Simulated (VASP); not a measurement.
Input of a VASP 6.6.1 run:

The input INCAR:

```
PREC = Accurate
ENCUT = 520
EDIFF = 1E-7
ISMEAR = -1
SIGMA = 0.08
LREAL = False
LASPH = True
NELM = 80
ALGO = Normal
ISIF = 2
LWAVE = False
LCHARG = False
GGA = PS
NBANDS = 12
```

File KPOINTS:

```
Automatic mesh
0
Gamma
  12 12 12
```

The input POSCAR:

```
Y
1.0
    2.5660778288      0.0000000000      0.0000000000
    0.0000000000      2.5660778288      0.0000000000
    0.0000000000      0.0000000000      2.5660778288
Y
1
Direct
    0.0000000000      0.0000000000      0.0000000000
```

Potentials or basis: VASP PAW PBE potentials, release 64 (Y_sv).

Run with:

```bash
$ cat potpaw_PBE.64/Y_sv/POTCAR > POTCAR
$ mpirun -np 1 vasp_std > vasp.out
```

Task: Predict the pressure.

Result: 62.9 GPa.

Caveat: the PAW data sets were made with another functional, which shifts forces and pressure a little.
